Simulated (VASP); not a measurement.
# AlCo (Pm-3m) in VASP: further runs, part 2 of 2

VASP 6.6.1. The steps go on from the part before.

## Step 4: Single point, RPBE, collinear spin, ferromagnetic start

File INCAR:

```
PREC = Accurate ; ENCUT = 600
EDIFF = 1E-6 ; ISMEAR = 0
SIGMA = 0.05 ; LREAL = F
LASPH = T ; NELM = 200
ALGO = Normal ; ISIF = 2
LWAVE = F ; LCHARG = F
ISPIN = 2 ; MAGMOM = 2 0
LORBIT = 11 ; LMAXMIX = 4
GGA = RP ; NBANDS = 17
GGA_COMPAT = F
```

File KPOINTS:

```
regular mesh
0
Gamma
  9 9 9
```

File POSCAR:

```
AlCo
1.0
    2.8194032100      0.0000000000      0.0000000000
    0.0000000000      2.8194032100      0.0000000000
    0.0000000000      0.0000000000      2.8194032100
Co Al
1 1
Direct
    0.5000000000      0.5000000000      0.5000000000
    0.0000000000      0.0000000000      0.0000000000
```

Potentials or basis: VASP PAW PBE potentials, release 64 (Co, Al).

The run is started by

```
$ cat potpaw_PBE.64/Co/POTCAR potpaw_PBE.64/Al/POTCAR > POTCAR
$ mpirun -np 1 vasp_std > vasp.out
```

OUTCAR:

```text
PREC = Accurate
   ENCUT = 600
   EDIFF = 1E-6
   ISMEAR = 0
   LREAL = F
   LASPH = T
   NELM = 200
   ISIF = 2
   ISPIN = 2
   LORBIT = 11
   GGA = RP

 ion  position               nearest neighbor table
   1  0.500  0.500  0.500-   2 2.44   2 2.44   2 2.44   2 2.44   2 2.44   2 2.44   2 2.44   2 2.44

   2  0.000  0.000  0.000-   1 2.44   1 2.44   1 2.44   1 2.44   1 2.44   1 2.44   1 2.44   1 2.44

  LATTYP: Found a simple cubic cell.
 ALAT       =     2.8194032100

  Lattice vectors:

 A1 = (   2.8194032100,   0.0000000000,   0.0000000000)
 A2 = (   0.0000000000,   2.8194032100,   0.0000000000)
 A3 = (   0.0000000000,   0.0000000000,   2.8194032100)

Analysis of symmetry for initial positions (statically):
=====================================================================
 Subroutine PRICEL returns:
 Original cell was already a primitive cell.

 Routine SETGRP: Setting up the symmetry group for a
 simple cubic supercell.

 Subroutine GETGRP returns: Found 48 space group operations
 (whereof 48 operations were pure point group operations)
 out of a pool of 48 trial point group operations.

The static configuration has the point symmetry O_h .

Analysis of symmetry for dynamics (positions and initial velocities):
=====================================================================
 Subroutine PRICEL returns:
 Original cell was already a primitive cell.

 Routine SETGRP: Setting up the symmetry group for a
 simple cubic supercell.

 Subroutine GETGRP returns: Found 48 space group operations
 (whereof 48 operations were pure point group operations)
 out of a pool of 48 trial point group operations.

The dynamic configuration has the point symmetry O_h .

Analysis of structural, dynamic, and magnetic symmetry:
=====================================================================
 Subroutine PRICEL returns:
 Original cell was already a primitive cell.

 Routine SETGRP: Setting up the symmetry group for a
 simple cubic supercell.
[... 145 lines left out ...]

 number of electron      11.9999996 magnetization       0.0003416

 Free energy of the ion-electron system (eV)
  ---------------------------------------------------
  ext. energy  EPLUGINS =         0.00000000
  ---------------------------------------------------
  free energy    TOTEN  =       -11.13425394 eV

  energy without entropy =      -11.13366994  energy(sigma->0) =      -11.13396194

 E-fermi :  11.1165     XC(G=0): -12.3395

 val. band max:       11.0825719455   @ k =   0.4444   0.4444   0.1111
 cond. band min:      11.2541858892   @ k =   0.4444   0.3333   0.0000
 fundamental gap:      0.1716139438
 Fermi energy:        11.1164566165

 spin component 1

 k-point     1 :       0.0000    0.0000    0.0000
  band No.  band energies     occupation
      1      -0.1648      1.00000
      2       8.0288      1.00000
      3       8.0288      1.00000
      4      10.2455      1.00000
      5      10.2455      1.00000
      6      10.2455      1.00000
[... 459 lines left out ...]
      6       9.8586      1.00000
[... 9 lines left out ...]
     16      33.1535      0.00000
     17      34.6962      0.00000

 [... further k-points ...]

 spin component 2

 k-point     1 :       0.0000    0.0000    0.0000
  band No.  band energies     occupation
      1      -0.1649      1.00000
      2       8.0293      1.00000
      3       8.0293      1.00000
      4      10.2459      1.00000
      5      10.2459      1.00000
      6      10.2459      1.00000
[... 459 lines left out ...]
      6       9.8589      1.00000
[... 9 lines left out ...]
     16      33.1533      0.00000
     17      34.6960      0.00000

 [... further k-points ...]
[... 5 lines left out ...]
  --------------------------------------------------------------------------------------
  -------------------------------------------------------------------------------------
  Total        1.4843101      1.4843101      1.4843101      0.0000000      0.0000000      0.0000000
  in kB      106.1117906    106.1117906    106.1117906      0.0000000      0.0000000      0.0000000
  external PRESSURE =     106.1117906 kB  Pullay stress =       0.0000000 kB

 VOLUME and BASIS-vectors are now :
 -----------------------------------------------------------------------------
  energy-cutoff  :      600.00
  volume of cell :       22.41
      direct lattice vectors                 reciprocal lattice vectors
     2.819403210  0.000000000  0.000000000     0.354684990  0.000000000  0.000000000
     0.000000000  2.819403210  0.000000000     0.000000000  0.354684990  0.000000000
     0.000000000  0.000000000  2.819403210     0.000000000  0.000000000  0.354684990

 POSITION                                       TOTAL-FORCE (eV/Angst)
 -----------------------------------------------------------------------------------
      1.40970      1.40970      1.40970         0.000000      0.000000      0.000000
      0.00000      0.00000      0.00000         0.000000      0.000000      0.000000
 -----------------------------------------------------------------------------------
    total drift:                                0.000000     -0.000000     -0.000000

  FREE ENERGIE OF THE ION-ELECTRON SYSTEM (eV)
  ---------------------------------------------------
  free  energy   TOTEN  =       -11.1342539394 eV

  energy  without entropy=      -11.1336699419  energy(sigma->0) =      -11.13396194

 total charge

# of ion       s       p       d       tot
------------------------------------------
    1        0.447   0.537   7.528   8.512
    2        0.401   0.444   0.000   0.845
--------------------------------------------------
tot          0.849   0.981   7.528   9.357

 magnetization (x)

# of ion       s       p       d       tot
------------------------------------------
    1       -0.000  -0.000   0.000   0.000
    2       -0.000  -0.000   0.000  -0.000
--------------------------------------------------
tot         -0.000  -0.000   0.000   0.000
```

Run time: 15 s. Hardware: 1 thread of Intel Xeon Platinum 8375C at 2.90GHz (Ice Lake), shared host; peak memory 0.16 GiB.

What came out:

- Free energy: -11.1343 eV
- Pressure: 10.6 GPa
- Band gap on the k mesh: zero (filled and empty bands overlap)
- Net moment: 0.00 μB per cell
- Valence electrons inside the program's atomic spheres: Co 8.51; Al 0.84

Caveat: the starting moments collapsed, and a magnetic state may lie lower; the PAW data sets were made with another functional, which shifts forces and pressure a little.

## Step 5: Single point, PBEsol, collinear spin, ferromagnetic start

File INCAR:

```
SYSTEM = AlCo
PREC = Accurate
ENCUT = 600
EDIFF = 1E-6
ISMEAR = 0
SIGMA = 0.1
LREAL = .False.
LASPH = .True.
NELM = 200
ALGO = Normal
ISIF = 2
LWAVE = .False.
LCHARG = .True.
ISPIN = 2
MAGMOM = 2 0
LORBIT = 11
LMAXMIX = 4
GGA = PS
LELF = .True.
LVHAR = .True.
NBANDS = 17
GGA_COMPAT = .False.
```

File KPOINTS:

```
Automatic mesh
0
Gamma
  9 9 9
  0 0 0
```

POSCAR is that of step 4.

The run is started by

```
$ cat potpaw_PBE.64/Co/POTCAR potpaw_PBE.64/Al/POTCAR > POTCAR
$ mpirun -np 1 vasp_std > vasp.out
```

Wall time 14 s (1 thread of Intel Xeon Platinum 8375C at 2.90GHz (Ice Lake), shared host); peak memory 0.16 GiB.

The run converged. Its results:

- Free energy: -13.0868 eV
- Pressure: 0.7 GPa
- Band gap on the k mesh: zero (filled and empty bands overlap)
- Net moment: 0.00 μB per cell
- Valence electrons inside the program's atomic spheres: Co 8.52; Al 0.84

Levels at points of the mesh, in eV from the Fermi level:
Spin up:
| k point | band 2 | band 3 | band 4 | band 5 | band 6 | band 7 | band 8 | band 9 | band 10 | band 11 |
| --- | --- | --- | --- | --- | --- | --- | --- | --- | --- | --- |
| (0.00, 0.00, 0.00) | -3.12 | -3.12 | -0.84 | -0.84 | -0.84 | 6.14 | 6.14 | 6.14 | 8.90 | 8.90 |
Spin down:
```
           k point  band 3  band 4  band 5  band 6  band 7  band 8  band 9  band 10
(0.00, 0.00, 0.00)   -3.12   -0.84   -0.84   -0.84    6.14    6.14    6.14     8.90
```

Caveat: the starting moments collapsed, and a magnetic state may lie lower; the PAW data sets were made with another functional, which shifts forces and pressure a little.
